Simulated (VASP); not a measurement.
# Ge (P6_3/mmc) in VASP: notebook, part 2 of 2

VASP 6.6.1. The steps go on from the part before.

**3. Single point, LDA**

This run uses another cell than the first one, of 20.87 Å³/atom, 1.048 times its volume.

The input, INCAR:

```
PREC = Accurate ; ENCUT = 520
EDIFF = 1E-6 ; ISMEAR = -1
SIGMA = 0.1 ; LREAL = F
LASPH = T ; NELM = 60
ALGO = Normal ; ISIF = 2
LWAVE = F ; LCHARG = F
NBANDS = 36
```

The input, KPOINTS:

```
regular mesh
0
Gamma
  7 7 4
```

The input, POSCAR:

```
Ge
1.0
    3.8817238629      0.0000000000      0.0000000000
   -1.9408619315      3.3616714758      0.0000000000
    0.0000000000      0.0000000000      6.3978793887
Ge
4
Direct
    0.6666666667      0.3333333333      0.0629808444
    0.3333333333      0.6666666667      0.5629808444
    0.3333333333      0.6666666667      0.9370191556
    0.6666666667      0.3333333333      0.4370191556
```

Potentials or basis: VASP PAW LDA potentials, release 64 (Ge_d).

The run is started by

```bash
$ cat potpaw_LDA.64/Ge_d/POTCAR > POTCAR
$ mpirun -np 1 vasp_std > vasp.out
```

OUTCAR:

```text
PREC = Accurate
   ENCUT = 520
   EDIFF = 1E-6
   ISMEAR = -1
   LREAL = F
   LASPH = T
   NELM = 60
   ISIF = 2

 ion  position               nearest neighbor table
   1  0.667  0.333  0.063-   3 2.38   3 2.38   3 2.38   4 2.39
   2  0.333  0.667  0.563-   4 2.38   4 2.38   4 2.38   3 2.39
   3  0.333  0.667  0.937-   1 2.38   1 2.38   1 2.38   2 2.39
   4  0.667  0.333  0.437-   2 2.38   2 2.38   2 2.38   1 2.39

  LATTYP: Found a hexagonal cell.
 ALAT       =     3.8817238629
 C/A-ratio  =     1.6482056979

  Lattice vectors:

 A1 = (   3.8817238629,   0.0000000000,   0.0000000000)
 A2 = (  -1.9408619315,   3.3616714758,   0.0000000000)
 A3 = (   0.0000000000,   0.0000000000,   6.3978793887)

Analysis of symmetry for initial positions (statically):
=====================================================================
 Subroutine PRICEL returns:
 Original cell was already a primitive cell.

 Routine SETGRP: Setting up the symmetry group for a
 hexagonal supercell.

 Subroutine GETGRP returns: Found 24 space group operations
 (whereof 12 operations were pure point group operations)
 out of a pool of 24 trial point group operations.

The static configuration has the point symmetry D_3d.
 The point group associated with its full space group is D_6h.

Analysis of symmetry for dynamics (positions and initial velocities):
=====================================================================
 Subroutine PRICEL returns:
 Original cell was already a primitive cell.

 Routine SETGRP: Setting up the symmetry group for a
 hexagonal supercell.

 Subroutine GETGRP returns: Found 24 space group operations
 (whereof 12 operations were pure point group operations)
 out of a pool of 24 trial point group operations.

The dynamic configuration has the point symmetry D_3d.
 The point group associated with its full space group is D_6h.

 Subroutine INISYM returns: Found 24 space group operations
 (whereof 12 operations are pure point group operations),
 and found     1 'primitive' translations

----------------------------------------------------------------------------------------

                                     Primitive cell

  volume of cell :      83.4864

  direct lattice vectors                    reciprocal lattice vectors
     3.881723863  0.000000000  0.000000000     0.257617501  0.148735533  0.000000000
    -1.940861931  3.361671476  0.000000000     0.000000000  0.297471067  0.000000000
     0.000000000  0.000000000  6.397879389     0.000000000  0.000000000  0.156301790

  length of vectors
     3.881723863  3.881723863  6.397879389     0.297471067  0.297471067  0.156301790

  position of ions in fractional coordinates (direct lattice)
     0.666666667  0.333333333  0.062980844
     0.333333333  0.666666667  0.562980844
     0.333333333  0.666666667  0.937019156
     0.666666667  0.333333333  0.437019156

  ion indices of the primitive-cell ions
   primitive index   ion index
                 1           1
                 2           2
                 3           3
                 4           4

----------------------------------------------------------------------------------------

 KPOINTS: regular mesh

Automatic generation of k-mesh.
 Grid dimensions read from file:
 generate k-points for:    7    7    4

 Generating k-lattice:

  Cartesian coordinates                     Fractional coordinates (reciprocal lattice)
     0.036802500  0.021247933  0.000000000     0.142857143 -0.000000000  0.000000000
     0.000000000  0.042495867  0.000000000     0.000000000  0.142857143  0.000000000
     0.000000000  0.000000000  0.039075447     0.000000000  0.000000000  0.250000000

  Length of vectors
     0.042495867  0.042495867  0.039075447

  Shift w.r.t. Gamma in fractional coordinates (k-lattice)
     0.000000000  0.000000000  0.000000000

 Subroutine IBZKPT returns following result:
 ===========================================

 Found     24 irreducible k-points:

 Following reciprocal coordinates:
            Coordinates               Weight
  0.000000  0.000000  0.000000      1.000000
  0.142857  0.000000  0.000000      6.000000
  0.285714  0.000000  0.000000      6.000000
  0.428571 -0.000000  0.000000      6.000000
  0.142857  0.142857  0.000000      6.000000
  0.285714  0.142857  0.000000     12.000000
[... 16 lines left out ...]
  0.428571  0.142857  0.500000      6.000000
  0.285714  0.285714  0.500000      6.000000
   k-points           NKPTS =     24   k-points in BZ     NKDIM =     24   number of bands    NBANDS=     36
   number of dos      NEDOS =    301   number of ions     NIONS =      4
   total plane-waves  NPLWV =  43200
   dimension x,y,z NGX =    30 NGY =   30 NGZ =   48
   dimension x,y,z NGXF=    60 NGYF=   60 NGZF=   96
   ions per type =               4
   NGX,Y,Z   is equivalent  to a cutoff of  12.85, 12.85, 12.47 a.u.
   NGXF,Y,Z  is equivalent  to a cutoff of  25.70, 25.70, 24.95 a.u.
 SYSTEM =  unknown system
   PREC   = accura    normal or accurate (medium, high low for compatibility)
   ISTART =      0    job   : 0-new  1-cont  2-samecut
   ICHARG =      2    charge: 1-file 2-atom 10-const
   ISPIN  =      1    spin polarized calculation?
   LNONCOLLINEAR =      F non collinear calculations
   LSORBIT =      F    spin-orbit coupling
   LASPH  =      T    aspherical Exc in radial PAW
   ENCUT  =  520.0 eV  38.22 Ry    6.18 a.u.   7.22  7.22 11.90*2*pi/ulx,y,z
   NELM   =     60;   NELMIN=  2; NELMDL= -5     # of ELM steps
   EDIFF  = 0.1E-05   stopping-criterion for ELM
   LREAL  =      F    real-space projection
   EDIFFG = 0.1E-04   stopping-criterion for IOM
   NSW    =      0    number of steps for IOM
   IBRION =     -1    ionic relax: 0-MD 1-quasi-New 2-CG
   NFREE  =      0    steps in history (QN), initial steepest desc. (CG)
   ISIF   =      2    stress and relaxation
   ISYM   =      2    0-nonsym 1-usesym 2-fastsym
   POTIM  = 0.5000    time-step for ionic-motion
   TEBEG  =    0.0;   TEEND  =   0.0 temperature during run
   PSTRESS=    0.0 pullay stress
   NELECT =      56.0000    total number of electrons
   NUPDOWN=      -1.0000    fix difference up-down
   EMIN   =  10.00;   EMAX   =-10.00  energy-range for DOS
   EFERMI =   0.00;   METHOD = LEGACY
   ISMEAR =    -1;   SIGMA  =   0.10  broadening in eV -4-tet -1-fermi 0-gaus
   EFERMI_NEDOS =   21; number of points for ismear=-14 and -15
   IALGO  =     38    algorithm
   IMIX   =      4    mixing-type and parameters
     AMIX     =   0.40;   BMIX     =  1.00
     AMIX_MAG =   1.60;   BMIX_MAG =  1.00
  volume/ion in A,a.u.               =      20.87       140.85
  Fermi-wavevector in a.u.,A,eV,Ry     =   1.433064  2.708098 27.941901  2.053672
  Thomas-Fermi vector in A             =   2.552623
   LORBIT       =      0    0 simple, 1 ext, 2 COOP (PROOUT), +10 PAW based schemes
   GGA     = CA    functional components
   LHFCALC =     F    Hartree Fock is set to
   AEXX    =    0.0000 exact exchange contribution
   IVDW    =     0    specifies the selected vdW correction
   LEPSILON=     F    determine dielectric tensor
   LRPA    =     F    only Hartree local field effects (RPA)
 non-spin polarized calculation
  energy-cutoff  :      520.00
  volume of cell :       83.49
 maximum number of plane-waves:      2266
 NGX is ok and might be reduce to    30
   NGX = 15   NGY = 15   NGZ = 23

 number of electron      55.9999947 magnetization

 Free energy of the ion-electron system (eV)
  ---------------------------------------------------
  ext. energy  EPLUGINS =         0.00000000
  ---------------------------------------------------
  free energy    TOTEN  =       -20.62030247 eV

  energy without entropy =      -20.61158559  energy(sigma->0) =      -20.61594403

 E-fermi :   5.6721     XC(G=0): -10.6739

 val. band max:        5.6500012496   @ k =   0.0000   0.0000   0.0000
 cond. band min:       5.7504890038   @ k =   0.0000   0.0000   0.0000
 fundamental gap:      0.1004877541
 Fermi energy:         5.6720879835

 k-point     1 :       0.0000    0.0000    0.0000
  band No.  band energies     occupation
      1     -19.5717      2.00000
      2     -19.5717      2.00000
      3     -19.5264      2.00000
      4     -19.5224      2.00000
      5     -19.5224      2.00000
      6     -19.5111      2.00000
[... 28 lines left out ...]
     35      10.3227      0.00000
     36      11.6810      0.00000
[... 866 lines left out ...]
      6     -19.4840      2.00000
[... 28 lines left out ...]
     35      11.9187      0.00000
     36      11.9187      0.00000

------------------------ aborting loop because EDIFF is reached ----------------------------------------

  FORCE on cell =-STRESS in cart. coord.  units (eV):
  Direction    XX          YY          ZZ          XY          YZ          ZX
  --------------------------------------------------------------------------------------
  -------------------------------------------------------------------------------------
  Total        2.6797505      2.6797505      2.6842123     -0.0000000     -0.0000000      0.0000000
  in kB       51.4267382     51.4267383     51.5123646     -0.0000000     -0.0000000      0.0000000
  external PRESSURE =      51.4552804 kB  Pullay stress =       0.0000000 kB

 VOLUME and BASIS-vectors are now :
 -----------------------------------------------------------------------------
  energy-cutoff  :      520.00
  volume of cell :       83.49
      direct lattice vectors                 reciprocal lattice vectors
     3.881723863  0.000000000  0.000000000     0.257617501  0.148735533  0.000000000
    -1.940861931  3.361671476  0.000000000     0.000000000  0.297471067  0.000000000
     0.000000000  0.000000000  6.397879389     0.000000000  0.000000000  0.156301790

 POSITION                                       TOTAL-FORCE (eV/Angst)
 -----------------------------------------------------------------------------------
      1.94086      1.12056      0.40294         0.000000      0.000000      0.001912
     -0.00000      2.24111      3.60188        -0.000000     -0.000000      0.001912
     -0.00000      2.24111      5.99494        -0.000000      0.000000     -0.001912
      1.94086      1.12056      2.79600         0.000000     -0.000000     -0.001912
 -----------------------------------------------------------------------------------
    total drift:                               -0.000000      0.000000      0.000000

  FREE ENERGIE OF THE ION-ELECTRON SYSTEM (eV)
  ---------------------------------------------------
  free  energy   TOTEN  =       -20.6203024685 eV

  energy  without entropy=      -20.6115855904  energy(sigma->0) =      -20.61594403
```

OSZICAR:

```text
N       E                     dE             d eps       ncg     rms          rms(c)
DAV:   1     0.481251836314E+03    0.48125E+03   -0.28320E+04  2028   0.434E+03
DAV:   2     0.608711612471E+02   -0.42038E+03   -0.40910E+03  1736   0.779E+02
DAV:   3    -0.169238101553E+02   -0.77795E+02   -0.76690E+02  1924   0.203E+02
DAV:   4    -0.209722590639E+02   -0.40484E+01   -0.40360E+01  2016   0.549E+01
DAV:   5    -0.210494528081E+02   -0.77194E-01   -0.77172E-01  1936   0.818E+00    0.521E+00
DAV:   6    -0.207605702777E+02    0.28888E+00   -0.12126E-01  1896   0.206E+00    0.297E+00
DAV:   7    -0.206184255163E+02    0.14214E+00   -0.20614E-01  1852   0.242E+00    0.205E-01
DAV:   8    -0.206201906662E+02   -0.17651E-02   -0.15553E-02  1900   0.937E-01    0.894E-02
DAV:   9    -0.206203124907E+02   -0.12182E-03   -0.31006E-04  2040   0.102E-01    0.296E-02
DAV:  10    -0.206203038623E+02    0.86284E-05   -0.15713E-05  2120   0.457E-02    0.138E-02
DAV:  11    -0.206203026615E+02    0.12008E-05   -0.40018E-06  1456   0.168E-02    0.263E-03
DAV:  12    -0.206203024685E+02    0.19295E-06   -0.81431E-07  1084   0.879E-03
   1 F= -.20620302E+02 E0= -.20615944E+02  d E =-.871688E-02
```

Run time: 28 s. Hardware: 1 thread of Intel Xeon 6975P-C (Granite Rapids), shared host; peak memory 0.18 GiB.

Results:

```yaml
Free_energy: -20.6203 eV
Pressure: 5.1 GPa
Band_gap_on_the_k_mesh: zero (filled and empty bands touch)
```

Levels at points of the mesh, in eV from the Fermi level:
| k point | band 25 | band 26 | band 27 | band 28 | band 29 | band 30 | band 31 | band 32 |
| --- | --- | --- | --- | --- | --- | --- | --- | --- |
| (0.00, 0.00, 0.00) | -1.71 | -0.25 | -0.02 | 0.08 | 0.08 | 0.62 | 2.16 | 2.16 |
| (0.00, 0.00, 0.50) | -1.02 | -1.02 | -1.02 | -1.02 | 0.81 | 0.81 | 3.35 | 3.35 |

**4. Single point, LDA**

This run uses another cell than the first one, of 21.60 Å³/atom, 1.085 times its volume.

The input, INCAR:

```
SYSTEM = Ge
  PREC = Accurate
  ENCUT = 520
  EDIFF = 1E-7
  ISMEAR = -1
  SIGMA = 0.1
  LREAL = .FALSE.
  LASPH = .TRUE.
  NELM = 80
  ALGO = Normal
  ISIF = 2
  LWAVE = .FALSE.
  LCHARG = .FALSE.
  NBANDS = 36
```

The input, KPOINTS:

```
Automatic mesh
0
G
  7 7 4
  0 0 0
```

The input, POSCAR:

```
Ge
1.0
    3.9278350079      0.0000000000      0.0000000000
   -1.9639175039      3.4016048987      0.0000000000
    0.0000000000      0.0000000000      6.4657404941
Ge
4
Direct
    0.6666666667      0.3333333333      0.0627544739
    0.3333333333      0.6666666667      0.5627544739
    0.3333333333      0.6666666667      0.9372455261
    0.6666666667      0.3333333333      0.4372455261
```

The run is started by

```bash
$ cat potpaw_LDA.64/Ge_d/POTCAR > POTCAR
$ mpirun -np 1 vasp_std > vasp.out
```

Wall time 34 s (1 thread of Intel Xeon 6975P-C (Granite Rapids), shared host); peak memory 0.19 GiB.

The run converged. Its results:

* Free energy: -20.6869 eV
* Pressure: 2.2 GPa
* Largest force: 0.007 eV/Å
* Band gap on the k mesh: zero (filled and empty bands touch)

Forces in eV/Å, atoms in the order of the input:
```
Ge   0.000  0.000  0.007
Ge   0.000  0.000  0.007
Ge   0.000  0.000 -0.007
Ge   0.000  0.000 -0.007
```

Levels at points of the mesh, in eV from the Fermi level:
```tsv
k point	band 26	band 27	band 28	band 29	band 30	band 31
(0.00, 0.00, 0.00)	-0.19	-0.11	0.09	0.09	0.32	2.19
(0.00, 0.00, 0.50)	-0.96	-0.96	-0.96	0.71	0.71	3.35
```

**5. Single point, LDA**

This run uses another cell than the first one, of 22.18 Å³/atom, 1.114 times its volume.

The input, INCAR:

```
PREC = Accurate
ENCUT = 520
EDIFF = 1E-6
ISMEAR = -1
SIGMA = 0.1
LREAL = F
LASPH = T
NELM = 80
ALGO = Normal
ISIF = 2
LWAVE = F
LCHARG = F
NBANDS = 36
```

The input, KPOINTS:

```
Automatic mesh
0
Gamma
  7 7 4
```

The input, POSCAR:

```
Ge
1.0
    3.9640459484      0.0000000000      0.0000000000
   -1.9820229742      3.4329644931      0.0000000000
    0.0000000000      0.0000000000      6.5193763275
Ge
4
Direct
    0.6666666667      0.3333333333      0.0626449819
    0.3333333333      0.6666666667      0.5626449819
    0.3333333333      0.6666666667      0.9373550181
    0.6666666667      0.3333333333      0.4373550181
```

The run is started by

```bash
$ cat potpaw_LDA.64/Ge_d/POTCAR > POTCAR
$ mpirun -np 1 vasp_std > vasp.out
```

It took 26 s on 1 thread of Intel Xeon 6975P-C (Granite Rapids), shared host; peak memory 0.19 GiB.

It converged, with:

```yaml
Free_energy: -20.7038 eV
Pressure: 0.2 GPa
Band_gap_on_the_k_mesh: zero (band 28 reaches 5.08 eV, above the bottom of band 29 at 5.03 eV)
```

Forces in eV/Å, atoms in the order of the input:
```
Ge   0.000  0.000  0.003
Ge   0.000  0.000  0.003
Ge   0.000  0.000 -0.003
Ge   0.000  0.000 -0.003
```

Levels at points of the mesh, in eV from the Fermi level:
```tsv
k point	band 26	band 27	band 28	band 29	band 30	band 31
(0.00, 0.00, 0.00)	-0.15	-0.14	0.11	0.12	0.12	2.23
(0.00, 0.00, 0.50)	-0.90	-0.90	-0.90	0.65	0.65	3.36
```

**6. Summary**

```tsv
cell	gap on the mesh (eV)	pressure (GPa)
a = 3.818, b = 3.818, c = 6.306 Å, angles 90.0, 90.0, 120.0°, 4 atoms	-	10.2
a = 3.882, b = 3.882, c = 6.398 Å, angles 90.0, 90.0, 120.0°, 4 atoms	none	5.1
a = 3.928, b = 3.928, c = 6.466 Å, angles 90.0, 90.0, 120.0°, 4 atoms	none	2.2
a = 3.964, b = 3.964, c = 6.519 Å, angles 90.0, 90.0, 120.0°, 4 atoms	none	0.2
```

Alike in all rows: task single point; level LDA; potentials or basis VASP PAW LDA potentials, release 64 (Ge_d); no spin polarisation; k mesh 7 × 7 × 4; cutoff (eV) 520; smearing fermi-dirac 0.1 eV.

Total energies depend on the potentials used, so only differences within one code and one set of settings carry meaning.
